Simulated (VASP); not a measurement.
# SiC (zincblende type) (F-43m) in VASP: further runs, part 2 of 2

VASP 6.6.1. Earlier steps stand in the parts before.

### Step 3. Relaxation of cell and atoms, PBE, target pressure 21 GPa, at which the enthalpy is minimised

This run uses another cell than the first one, of 9.66 Å³/atom.

INCAR reads:

```
PREC     = Accurate       # precision mode
ENCUT    = 600            # plane-wave cutoff, eV
EDIFF    = 1E-7           # SCF threshold, eV
ISMEAR   = -1             # smearing method
SIGMA    = 0.1            # smearing width, eV
LREAL    = False          # projectors in reciprocal space
LASPH    = True           # aspherical terms in the spheres
NELM     = 100            # most SCF steps
ALGO     = Normal         # electronic algorithm
ISIF     = 3              # what is computed and relaxed
LWAVE    = False          # write WAVECAR
LCHARG   = False          # write CHGCAR
GGA      = PE             # functional
IBRION   = 2              # ionic algorithm
NSW      = 32             # ionic steps
EDIFFG   = -0.005         # ionic threshold
PSTRESS  = 210.0
```

KPOINTS reads:

```
Automatic mesh
0
Gamma
  16 16 16
```

POSCAR reads:

```
SiC
1.0
    0.0000000000      2.1294802867      2.1294802867
    2.1294802867      0.0000000000      2.1294802867
    2.1294802867      2.1294802867      0.0000000000
Si C
1 1
Direct
    0.0000000000      0.0000000000      0.0000000000
    0.2500000000      0.2500000000      0.2500000000
```

Potentials or basis: VASP PAW PBE potentials, release 64 (Si, C).

Started as:

```
$ cat potpaw_PBE.64/Si/POTCAR potpaw_PBE.64/C/POTCAR > POTCAR
$ mpirun -np 1 vasp_std > vasp.out
```

OUTCAR:

```text
PREC = Accurate
   ENCUT = 600
   EDIFF = 1E-7
   ISMEAR = -1
   LREAL = False
   LASPH = True
   NELM = 100
   ISIF = 3
   GGA = PE
   IBRION = 2
   NSW = 32
   EDIFFG = -0.005
   PSTRESS = 210.0

 ion  position               nearest neighbor table
   1  0.000  0.000  0.000-   2 1.84   2 1.84   2 1.84   2 1.84
   2  0.250  0.250  0.250-   1 1.84   1 1.84   1 1.84   1 1.84

  LATTYP: Found a face centered cubic cell.
 ALAT       =     4.2589605734

  Lattice vectors:

 A1 = (   0.0000000000,   2.1294802867,   2.1294802867)
 A2 = (   2.1294802867,   0.0000000000,   2.1294802867)
 A3 = (   2.1294802867,   2.1294802867,   0.0000000000)

Analysis of symmetry for initial positions (statically):
=====================================================================
 Subroutine PRICEL returns:
 Original cell was already a primitive cell.

 Routine SETGRP: Setting up the symmetry group for a
 face centered cubic supercell.

 Subroutine GETGRP returns: Found 24 space group operations
 (whereof 24 operations were pure point group operations)
 out of a pool of 48 trial point group operations.

The static configuration has the point symmetry T_d .

Analysis of symmetry for dynamics (positions and initial velocities):
=====================================================================
 Subroutine PRICEL returns:
 Original cell was already a primitive cell.

 Routine SETGRP: Setting up the symmetry group for a
 face centered cubic supercell.

 Subroutine GETGRP returns: Found 24 space group operations
 (whereof 24 operations were pure point group operations)
 out of a pool of 48 trial point group operations.

The dynamic configuration has the point symmetry T_d .

 Subroutine INISYM returns: Found 24 space group operations
 (whereof 24 operations are pure point group operations),
 and found     1 'primitive' translations

----------------------------------------------------------------------------------------

                                     Primitive cell

  volume of cell :      19.3131

  direct lattice vectors                    reciprocal lattice vectors
     0.000000000  2.129480287  2.129480287    -0.234799074  0.234799074  0.234799074
     2.129480287  0.000000000  2.129480287     0.234799074 -0.234799074  0.234799074
     2.129480287  2.129480287  0.000000000     0.234799074  0.234799074 -0.234799074

  length of vectors
     3.011539902  3.011539902  3.011539902     0.406683926  0.406683926  0.406683926

  position of ions in fractional coordinates (direct lattice)
     0.000000000  0.000000000  0.000000000
     0.250000000  0.250000000  0.250000000

  ion indices of the primitive-cell ions
   primitive index   ion index
                 1           1
                 2           2

----------------------------------------------------------------------------------------

 KPOINTS: Automatic mesh

Automatic generation of k-mesh.
 Grid dimensions read from file:
 generate k-points for:   16   16   16

[... 43 lines left out ...]
 -0.062500  0.062500  0.000000     12.000000
 [... further k-points ...]
   k-points           NKPTS =    145   k-points in BZ     NKDIM =    145   number of bands    NBANDS=      8
   number of dos      NEDOS =    301   number of ions     NIONS =      2
   total plane-waves  NPLWV =  13824
   dimension x,y,z NGX =    24 NGY =   24 NGZ =   24
   dimension x,y,z NGXF=    48 NGYF=   48 NGZF=   48
   ions per type =               1   1
   NGX,Y,Z   is equivalent  to a cutoff of  13.25, 13.25, 13.25 a.u.
   NGXF,Y,Z  is equivalent  to a cutoff of  26.50, 26.50, 26.50 a.u.
 SYSTEM =  unknown system
   PREC   = accura    normal or accurate (medium, high low for compatibility)
   ISTART =      0    job   : 0-new  1-cont  2-samecut
   ICHARG =      2    charge: 1-file 2-atom 10-const
   ISPIN  =      1    spin polarized calculation?
   LNONCOLLINEAR =      F non collinear calculations
   LSORBIT =      F    spin-orbit coupling
   LASPH  =      T    aspherical Exc in radial PAW
   ENCUT  =  600.0 eV  44.10 Ry    6.64 a.u.   6.01  6.01  6.01*2*pi/ulx,y,z
   NELM   =    100;   NELMIN=  2; NELMDL= -5     # of ELM steps
   EDIFF  = 0.1E-06   stopping-criterion for ELM
   LREAL  =      F    real-space projection
   EDIFFG = -.5E-02   stopping-criterion for IOM
   NSW    =     32    number of steps for IOM
   IBRION =      2    ionic relax: 0-MD 1-quasi-New 2-CG
   NFREE  =      1    steps in history (QN), initial steepest desc. (CG)
   ISIF   =      3    stress and relaxation
   ISYM   =      2    0-nonsym 1-usesym 2-fastsym
   POTIM  = 0.5000    time-step for ionic-motion
   TEBEG  =    0.0;   TEEND  =   0.0 temperature during run
   PSTRESS=  210.0 pullay stress
   NELECT =       8.0000    total number of electrons
   NUPDOWN=      -1.0000    fix difference up-down
   EMIN   =  10.00;   EMAX   =-10.00  energy-range for DOS
   EFERMI =   0.00;   METHOD = LEGACY
   ISMEAR =    -1;   SIGMA  =   0.10  broadening in eV -4-tet -1-fermi 0-gaus
   EFERMI_NEDOS =   21; number of points for ismear=-14 and -15
   IALGO  =     38    algorithm
   IMIX   =      4    mixing-type and parameters
     AMIX     =   0.40;   BMIX     =  1.00
     AMIX_MAG =   1.60;   BMIX_MAG =  1.00
  volume/ion in A,a.u.               =       9.66        65.17
  Fermi-wavevector in a.u.,A,eV,Ry     =   1.220360  2.306146 20.262856  1.489278
  Thomas-Fermi vector in A             =   2.355580
   LORBIT       =      0    0 simple, 1 ext, 2 COOP (PROOUT), +10 PAW based schemes
   GGA     = PE    functional components
   LHFCALC =     F    Hartree Fock is set to
   AEXX    =    0.0000 exact exchange contribution
   IVDW    =     0    specifies the selected vdW correction
   LEPSILON=     F    determine dielectric tensor
   LRPA    =     F    only Hartree local field effects (RPA)
 conjugate gradient relaxation of ions
 non-spin polarized calculation
  energy-cutoff  :      600.00
  volume of cell :       19.31
 maximum number of plane-waves:       660
   NGX = 13   NGY = 13   NGZ = 13

--------------------------------------- Ionic step        1  -------------------------------------------

 number of electron       7.9999999 magnetization

 Free energy of the ion-electron system (eV)
  ---------------------------------------------------
  ext. energy  EPLUGINS =         0.00000000
  ---------------------------------------------------
  free energy    TOTEN  =       -14.95942314 eV

  energy without entropy =      -14.95940254  energy(sigma->0) =      -14.95941284

------------------------ aborting loop because EDIFF is reached ----------------------------------------

  FORCE on cell =-STRESS in cart. coord.  units (eV):
  Direction    XX          YY          ZZ          XY          YZ          ZX
  --------------------------------------------------------------------------------------
  -------------------------------------------------------------------------------------
  Total        2.5007444      2.5007444      2.5007444      0.0000000      0.0000000      0.0000000
  in kB      207.4574415    207.4574415    207.4574415      0.0000000      0.0000000      0.0000000
  external PRESSURE =      -2.5425585 kB  Pullay stress =     210.0000000 kB
[... 63 lines left out ...]
--------------------------------------- Ionic step        3  -------------------------------------------

 number of electron       7.9999999 magnetization

 Free energy of the ion-electron system (eV)
  ---------------------------------------------------
  ext. energy  EPLUGINS =         0.00000000
  ---------------------------------------------------
  free energy    TOTEN  =       -14.95710410 eV

  energy without entropy =      -14.95708343  energy(sigma->0) =      -14.95709376

 E-fermi :   9.6663     XC(G=0): -11.6641

 val. band max:        8.9093465052   @ k =   0.0000   0.0000   0.0000
 cond. band min:      10.1984872071   @ k =   0.5000   0.5000   0.0000
 fundamental gap:      1.2891407019
 Fermi energy:         9.6662722106

 k-point     1 :       0.0000    0.0000    0.0000
  band No.  band energies     occupation
      1      -7.0526      2.00000
      2       8.9093      1.99897
      3       8.9093      1.99897
      4       8.9093      1.99897
      5      15.9682      0.00000
      6      16.7215      0.00000
      7      16.7215      0.00000
      8      16.7215      0.00000
[... 243 lines left out ...]
 k-point    24 :      -0.0625    0.0625    0.0000
  band No.  band energies     occupation
      1      -6.8376      2.00000
      2       7.9965      2.00000
      3       8.4885      1.99998
      4       8.8916      1.99914
      5      16.2355      0.00000
      6      16.7357      0.00000
      7      16.8543      0.00000
      8      17.3940      0.00000

 [... further k-points ...]

------------------------ aborting loop because EDIFF is reached ----------------------------------------

  FORCE on cell =-STRESS in cart. coord.  units (eV):
  Direction    XX          YY          ZZ          XY          YZ          ZX
  --------------------------------------------------------------------------------------
  -------------------------------------------------------------------------------------
  Total        2.5305509      2.5305509      2.5305509      0.0000000      0.0000000     -0.0000000
  in kB      210.1238285    210.1238285    210.1238285      0.0000000      0.0000000     -0.0000000
  external PRESSURE =       0.1238285 kB  Pullay stress =     210.0000000 kB
[... 21 lines left out ...]
  energy  without entropy=      -14.9570834258  energy(sigma->0) =      -14.95709376

  enthalpy is  TOTEN    =       -12.4280445331 eV   P V=        2.5290595702

 reached required accuracy - stopping structural energy minimisation
```

Run time: 59 s. Hardware: 1 thread of Intel Xeon 8259CL, shared host; peak memory 0.15 GiB.

Results:

| Property | Result |
| --- | --- |
| Free energy | -14.9571 eV |
| Relaxed volume | 9.65 Å³/atom |
| Relaxed cell | a = 3.011 Å, b = 3.011 Å, c = 3.011 Å, α = 60.00°, β = 60.00°, γ = 60.00° |
| Space group after relaxing (to 0.1 Å) | F-43m (No. 216) |
| Energy change on relaxing (the run minimises the enthalpy) | +1.2 meV/atom |
| Ionic steps | 3 |
| Pressure after relaxing | 21.0 GPa |
| Band gap on the k mesh | 1.29 eV (least direct gap 4.61 eV) |

Step by step:
```
step  energy change (eV)  largest force (eV/Å)  pressure (GPa)  volume (Å³)
   1              0.0000                0.0000           20.75        19.31
   2              0.0056                0.0000           21.39        19.27
   3              0.0023                0.0000           21.01        19.30
```

Final structure:
```cif
data_structure
_symmetry_space_group_name_H-M 'P 1'
_symmetry_Int_Tables_number 1
_cell_length_a 3.0106
_cell_length_b 3.0106
_cell_length_c 3.0106
_cell_angle_alpha 60.000
_cell_angle_beta 60.000
_cell_angle_gamma 60.000
_cell_volume 19.30
loop_
_atom_site_label
_atom_site_type_symbol
_atom_site_fract_x
_atom_site_fract_y
_atom_site_fract_z
_atom_site_occupancy
Si1 Si 0.00000 0.00000 0.00000 1
C1 C 0.25000 0.25000 0.25000 1
```

Caveat: the cell is relaxed towards a set pressure, so the run minimises the enthalpy, not the energy. A k mesh can miss the band edges.
